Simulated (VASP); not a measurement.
# PbF2 (Fm-3m) in VASP: single point with HSE06

Aim: the single point of PbF2 with HSE06.

All numbers are computed with VASP 6.6.1; they aren't measurements. Logs are shortened: lines on timing, memory, paths and dates and some standing lists are left out, and cuts for length are marked.

## Step 1: The cell of the first run

Symmetry: Fm-3m, No. 225, cubic system. The conventional cell has a = 5.790 Å, b = 5.790 Å, c = 5.790 Å, α = 90.00°, β = 90.00°, γ = 90.00°. Pb (site symmetry m-3m) has 8 F at 2.51 Å within 3.3 Å. Within 3.3 Å of F (site symmetry -43m) lie 4 Pb at 2.51 Å and 6 F at 2.90 Å.

## Step 2: Single point, HSE06 (strain -1.7%)

POSCAR

```
PbF2
1.0
    0.0000000000      2.8951403811      2.8951403811
    2.8951403811      0.0000000000      2.8951403811
    2.8951403811      2.8951403811      0.0000000000
Pb F
1 2
Direct
    0.0000000000      0.0000000000      0.0000000000
    0.2500000000      0.2500000000      0.2500000000
    0.7500000000      0.7500000000      0.7500000000
```

INCAR.step1

```
SYSTEM = PbF2
PREC = Accurate
ENCUT = 520
EDIFF = 1E-5
ISMEAR = 0
SIGMA = 0.01
LREAL = .False.
LASPH = .True.
NELM = 120
ALGO = Normal
ISIF = 2
LWAVE = .True.
LCHARG = .False.
GGA = PE
NBANDS = 21
GGA_COMPAT = .False.
KPAR = 4
```

INCAR.step2

```
SYSTEM = PbF2
PREC = Accurate
ENCUT = 520
EDIFF = 1E-6
ISMEAR = 0
SIGMA = 0.01
LREAL = .False.
LASPH = .True.
NELM = 120
ALGO = Normal
ISIF = 2
LWAVE = .False.
LCHARG = .False.
GGA = PE
LHFCALC = .True.
HFSCREEN = 0.2079
PRECFOCK = Normal
ISTART = 1
NBANDS = 21
GGA_COMPAT = .False.
KPAR = 4
```

KPOINTS

```
Automatic mesh
0
Gamma
  6 6 6
  0 0 0
```

Potentials or basis: VASP PAW PBE potentials, release 64 (Pb_d, F).

The run is started by

```sh
$ cat potpaw_PBE.64/Pb_d/POTCAR potpaw_PBE.64/F/POTCAR > POTCAR
$ cp INCAR.step1 INCAR
$ mpirun -np 4 vasp_std > vasp.out
$ cp INCAR.step2 INCAR
$ mpirun -np 4 vasp_std > vasp.out
```

OUTCAR:

```text
SYSTEM = PbF2
   PREC = Accurate
   ENCUT = 520
   EDIFF = 1E-6
   ISMEAR = 0
   LREAL = .False.
   LASPH = .True.
   NELM = 120
   ISIF = 2
   GGA = PE
   LHFCALC = .True.
   HFSCREEN = 0.2079
   PRECFOCK = Normal
   ISTART = 1

 ion  position               nearest neighbor table
   1  0.000  0.000  0.000-   2 2.51   3 2.51   3 2.51   3 2.51   3 2.51   2 2.51   2 2.51   2 2.51

   2  0.250  0.250  0.250-   1 2.51   1 2.51   1 2.51   1 2.51
   3  0.750  0.750  0.750-   1 2.51   1 2.51   1 2.51   1 2.51

  LATTYP: Found a face centered cubic cell.
 ALAT       =     5.7902807622

  Lattice vectors:

 A1 = (   0.0000000000,   2.8951403811,   2.8951403811)
 A2 = (   2.8951403811,   0.0000000000,   2.8951403811)
 A3 = (   2.8951403811,   2.8951403811,   0.0000000000)

Analysis of symmetry for initial positions (statically):
=====================================================================
 Subroutine PRICEL returns:
 Original cell was already a primitive cell.

 Routine SETGRP: Setting up the symmetry group for a
 face centered cubic supercell.

 Subroutine GETGRP returns: Found 48 space group operations
 (whereof 48 operations were pure point group operations)
 out of a pool of 48 trial point group operations.

The static configuration has the point symmetry O_h .

Analysis of symmetry for dynamics (positions and initial velocities):
=====================================================================
 Subroutine PRICEL returns:
 Original cell was already a primitive cell.

 Routine SETGRP: Setting up the symmetry group for a
 face centered cubic supercell.

 Subroutine GETGRP returns: Found 48 space group operations
 (whereof 48 operations were pure point group operations)
 out of a pool of 48 trial point group operations.

The dynamic configuration has the point symmetry O_h .

 Subroutine INISYM returns: Found 48 space group operations
 (whereof 48 operations are pure point group operations),
 and found     1 'primitive' translations

----------------------------------------------------------------------------------------

                                     Primitive cell

  volume of cell :      48.5332

  direct lattice vectors                    reciprocal lattice vectors
     0.000000000  2.895140381  2.895140381    -0.172703197  0.172703197  0.172703197
     2.895140381  0.000000000  2.895140381     0.172703197 -0.172703197  0.172703197
     2.895140381  2.895140381  0.000000000     0.172703197  0.172703197 -0.172703197

  length of vectors
     4.094346792  4.094346792  4.094346792     0.299130712  0.299130712  0.299130712

  position of ions in fractional coordinates (direct lattice)
     0.000000000  0.000000000  0.000000000
     0.250000000  0.250000000  0.250000000
     0.750000000  0.750000000  0.750000000

  ion indices of the primitive-cell ions
   primitive index   ion index
                 1           1
                 2           2
                 3           3

----------------------------------------------------------------------------------------

 KPOINTS: Automatic mesh

Automatic generation of k-mesh.
 Grid dimensions read from file:
 generate k-points for:    6    6    6

 Generating k-lattice:

  Cartesian coordinates                     Fractional coordinates (reciprocal lattice)
    -0.028783866  0.028783866  0.028783866     0.166666667  0.000000000  0.000000000
     0.028783866 -0.028783866  0.028783866     0.000000000  0.166666667  0.000000000
     0.028783866  0.028783866 -0.028783866     0.000000000  0.000000000  0.166666667

  Length of vectors
     0.049855119  0.049855119  0.049855119

  Shift w.r.t. Gamma in fractional coordinates (k-lattice)
     0.000000000  0.000000000  0.000000000

 Subroutine IBZKPT returns following result:
 ===========================================

 Found     16 irreducible k-points:

 Following reciprocal coordinates:
            Coordinates               Weight
  0.000000  0.000000  0.000000      1.000000
  0.166667  0.000000  0.000000      8.000000
  0.333333  0.000000  0.000000      8.000000
  0.500000  0.000000  0.000000      4.000000
  0.166667  0.166667  0.000000      6.000000
  0.333333  0.166667  0.000000     24.000000
[... 8 lines left out ...]
 -0.333333  0.333333  0.166667     24.000000
 -0.333333  0.500000  0.166667     12.000000
   k-points           NKPTS =     16   k-points in BZ     NKDIM =    216   number of bands    NBANDS=     21
   number of dos      NEDOS =    301   number of ions     NIONS =      3
   total plane-waves  NPLWV =  27000
   dimension x,y,z NGX =    30 NGY =   30 NGZ =   30
   dimension x,y,z NGXF=    60 NGYF=   60 NGZF=   60
   ions per type =               1   2
   NGX,Y,Z   is equivalent  to a cutoff of  12.18, 12.18, 12.18 a.u.
   NGXF,Y,Z  is equivalent  to a cutoff of  24.36, 24.36, 24.36 a.u.
 SYSTEM =  PbF2
   PREC   = accura    normal or accurate (medium, high low for compatibility)
   ISTART =      1    job   : 0-new  1-cont  2-samecut
   ICHARG =      0    charge: 1-file 2-atom 10-const
   ISPIN  =      1    spin polarized calculation?
   LNONCOLLINEAR =      F non collinear calculations
   LSORBIT =      F    spin-orbit coupling
   LASPH  =      T    aspherical Exc in radial PAW
   ENCUT  =  520.0 eV  38.22 Ry    6.18 a.u.   7.61  7.61  7.61*2*pi/ulx,y,z
   NELM   =    120;   NELMIN=  2; NELMDL=  0     # of ELM steps
   EDIFF  = 0.1E-05   stopping-criterion for ELM
   LREAL  =      F    real-space projection
   EDIFFG = 0.1E-04   stopping-criterion for IOM
   NSW    =      0    number of steps for IOM
   IBRION =     -1    ionic relax: 0-MD 1-quasi-New 2-CG
   NFREE  =      0    steps in history (QN), initial steepest desc. (CG)
   ISIF   =      2    stress and relaxation
   ISYM   =      3    0-nonsym 1-usesym 2-fastsym
   POTIM  = 0.5000    time-step for ionic-motion
   TEBEG  =    0.0;   TEEND  =   0.0 temperature during run
   PSTRESS=    0.0 pullay stress
   NELECT =      28.0000    total number of electrons
   NUPDOWN=      -1.0000    fix difference up-down
   EMIN   =  10.00;   EMAX   =-10.00  energy-range for DOS
   EFERMI =   0.00;   METHOD = LEGACY
   ISMEAR =     0;   SIGMA  =   0.01  broadening in eV -4-tet -1-fermi 0-gaus
   EFERMI_NEDOS =   21; number of points for ismear=-14 and -15
   IALGO  =     38    algorithm
   IMIX   =      1    mixing-type and parameters
     AMIX     =   0.40;   BMIX     =  1.00
     AMIX_MAG =   1.60;   BMIX_MAG =  1.00
  volume/ion in A,a.u.               =      16.18       109.17
  Fermi-wavevector in a.u.,A,eV,Ry     =   1.362849  2.575412 25.270898  1.857359
  Thomas-Fermi vector in A             =   2.489303
   LORBIT       =      0    0 simple, 1 ext, 2 COOP (PROOUT), +10 PAW based schemes
   GGA     = PE    functional components
   LHFCALC =     T    Hartree Fock is set to
   PRECFOCK=normal    Normal, Fast or Accurate (Low or Medium for compatibility)
   ENCUT4O =  -1.0   cutoff for four orbital integrals eV
   NKREDX  =     1    reduce k-point grid by
   NKREDY  =     1    reduce k-point grid by
   NKREDZ  =     1    reduce k-point grid by
   AEXX    =    0.2500 exact exchange contribution
   HFSCREEN=    0.2079 screening length (either q_TF or 0.3 A-1)
   HFSCREENC=   0.2079 screening length for correlation (either q_TF or 0.3 A-1)
   ENCUTFOCK=  -1.0 apply spherical cutoff to Coloumb kernel
   IVDW    =     0    specifies the selected vdW correction
   LEPSILON=     F    determine dielectric tensor
   LRPA    =     F    only Hartree local field effects (RPA)
 non-spin polarized calculation
 Gauss-broadening in eV      SIGMA  =   0.01
  energy-cutoff  :      520.00
  volume of cell :       48.53
 maximum number of plane-waves:      1316
  NGX = 24; NGY = 24; NGZ = 24

 number of electron      27.9999968 magnetization

 Free energy of the ion-electron system (eV)
  ---------------------------------------------------
  ext. energy  EPLUGINS =         0.00000000
  ---------------------------------------------------
  free energy    TOTEN  =       -17.74452890 eV

  energy without entropy =      -17.74452890  energy(sigma->0) =      -17.74452890

 E-fermi :   1.9811     XC(G=0):  -8.0170

 val. band max:        1.8948688529   @ k =  -0.3333   0.5000   0.1667
 cond. band min:       7.5783571297   @ k =   0.5000   0.5000   0.0000
 fundamental gap:      5.6834882768
 Fermi energy:         1.9810951806

 k-point     1 :       0.0000    0.0000    0.0000
  band No.  band energies     occupation
      1     -22.0842      2.00000
      2     -21.3166      2.00000
      3     -13.8635      2.00000
      4     -13.8635      2.00000
      5     -13.8635      2.00000
      6     -13.7404      2.00000
[... 13 lines left out ...]
     20      18.7194      0.00000
     21      21.4926      0.00000

 k-point     2 :       0.1667    0.0000    0.0000
  band No.  band energies     occupation
      1     -22.0214      2.00000
      2     -21.3741      2.00000
      3     -13.8481      2.00000
      4     -13.8481      2.00000
      5     -13.7880      2.00000
      6     -13.7405      2.00000
[... 13 lines left out ...]
     20      18.0845      0.00000
     21      20.3768      0.00000

 k-point     3 :       0.3333    0.0000    0.0000
  band No.  band energies     occupation
      1     -21.8678      2.00000
      2     -21.5108      2.00000
      3     -13.8286      2.00000
      4     -13.8286      2.00000
      5     -13.7287      2.00000
      6     -13.7286      2.00000
[... 13 lines left out ...]
     20      17.4553      0.00000
     21      18.7736      0.00000
[... 265 lines left out ...]
 k-point    15 :      -0.3333    0.3333    0.1667
  band No.  band energies     occupation
      1     -21.6855      2.00000
      2     -21.6639      2.00000
      3     -13.7737      2.00000
      4     -13.7640      2.00000
      5     -13.7269      2.00000
      6     -13.6745      2.00000
[... 13 lines left out ...]
     20      20.3511      0.00000
     21      20.3891      0.00000

 k-point    16 :      -0.3333    0.5000    0.1667
  band No.  band energies     occupation
      1     -21.7062      2.00000
      2     -21.6365      2.00000
      3     -13.7795      2.00000
      4     -13.7348      2.00000
      5     -13.7236      2.00000
      6     -13.6905      2.00000
[... 13 lines left out ...]
     20      19.1948      0.00000
     21      20.2690      0.00000

------------------------ aborting loop because EDIFF is reached ----------------------------------------

  FORCE on cell =-STRESS in cart. coord.  units (eV):
  Direction    XX          YY          ZZ          XY          YZ          ZX
  --------------------------------------------------------------------------------------
  -------------------------------------------------------------------------------------
  Total        2.1559497      2.1559497      2.1559497      0.0000000      0.0000000     -0.0000000
  in kB       71.1721913     71.1721913     71.1721913      0.0000000      0.0000000     -0.0000000
  external PRESSURE =      71.1721913 kB  Pullay stress =       0.0000000 kB

 VOLUME and BASIS-vectors are now :
 -----------------------------------------------------------------------------
  energy-cutoff  :      520.00
  volume of cell :       48.53
      direct lattice vectors                 reciprocal lattice vectors
     0.000000000  2.895140381  2.895140381    -0.172703197  0.172703197  0.172703197
     2.895140381  0.000000000  2.895140381     0.172703197 -0.172703197  0.172703197
     2.895140381  2.895140381  0.000000000     0.172703197  0.172703197 -0.172703197

 POSITION                                       TOTAL-FORCE (eV/Angst)
 -----------------------------------------------------------------------------------
      0.00000      0.00000      0.00000         0.000000     -0.000000      0.000000
      1.44757      1.44757      1.44757        -0.000000     -0.000000     -0.000000
      4.34271      4.34271      4.34271         0.000000      0.000000      0.000000
 -----------------------------------------------------------------------------------
    total drift:                                0.000001     -0.000000     -0.000001

  FREE ENERGIE OF THE ION-ELECTRON SYSTEM (eV)
  ---------------------------------------------------
  free  energy   TOTEN  =       -17.7445288956 eV

  energy  without entropy=      -17.7445288956  energy(sigma->0) =      -17.74452890
```

Wall time 20 min (4 MPI ranks of Intel Xeon Platinum 8488C (Sapphire Rapids), shared host); peak memory 0.28 GiB.

What came out:

| Item | Value |
| --- | --- |
| Free energy | -17.7445 eV |
| Pressure | 7.1 GPa |
| Band gap on the k mesh | 5.68 eV (least direct gap 5.79 eV) |

Levels at points of the mesh, in eV from the valence-band top:
| k point | band 11 | band 12 | band 13 | band 14 | band 15 | band 16 | band 17 | band 18 |
| --- | --- | --- | --- | --- | --- | --- | --- | --- |
| (0.00, 0.00, 0.00) | -3.68 | -3.13 | -3.13 | -3.13 | 8.23 | 8.23 | 8.23 | 12.10 |
| (0.50, 0.00, 0.00) | -3.92 | -3.31 | -3.31 | -0.14 | 6.22 | 9.36 | 9.36 | 14.73 |
| (0.50, 0.50, 0.00) | -2.65 | -2.63 | -2.63 | -0.11 | 5.68 | 9.66 | 9.66 | 10.04 |

Caveat: the cell differs from its parent crystal (strain -1.7%); the cell stands under pressure; the PAW data sets were made with another functional, which shifts forces and pressure a little; spin-orbit coupling is left out, which moves the levels of the heavy elements. A k mesh can miss the band edges.
